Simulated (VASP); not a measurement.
A run of VASP 6.6.1 is set up as follows.

Contents of POSCAR:

```
LiH
1.0
    0.0000000000      2.1663622232      2.1663622232
    2.1663622232      0.0000000000      2.1663622232
    2.1663622232      2.1663622232      0.0000000000
Li H
1 1
Direct
    0.0000000000      0.0000000000      0.0000000000
    0.2500000000      0.2500000000      0.2500000000
```

Contents of INCAR.step1:

```
PREC = Accurate
ENCUT = 520
ISMEAR = 0
SIGMA = 0.01
LREAL = F
LASPH = T
NELM = 60
NBANDS = 9
GGA = PE
ALGO = Normal
EDIFF = 1E-4
LWAVE = T
LCHARG = F
```

The input INCAR.step2:

```
PREC = Accurate
ENCUT = 520
EDIFF = 1E-6
ISMEAR = 0
SIGMA = 0.01
LREAL = F
LASPH = T
NELM = 60
ALGO = Normal
ISIF = 2
LWAVE = F
LCHARG = F
METAGGA = R2SCAN
LMIXTAU = T
NBANDS = 9
ISTART = 1
```

The input KPOINTS:

```
regular mesh
0
Gamma
  8 8 8
```

Potentials or basis: VASP PAW PBE potentials, release 64 (Li_sv, H).

Launch:

```bash
$ cat potpaw_PBE.64/Li_sv/POTCAR potpaw_PBE.64/H/POTCAR > POTCAR
$ cp INCAR.step1 INCAR
$ mpirun -np 1 vasp_std > vasp.out
$ cp INCAR.step2 INCAR
$ mpirun -np 1 vasp_std > vasp.out
```

**Question.** What does it give for the band gap on the k mesh?

**Answer.** 4.74 eV, indirect (least direct gap 5.77 eV).

 A k mesh can miss the band edges.
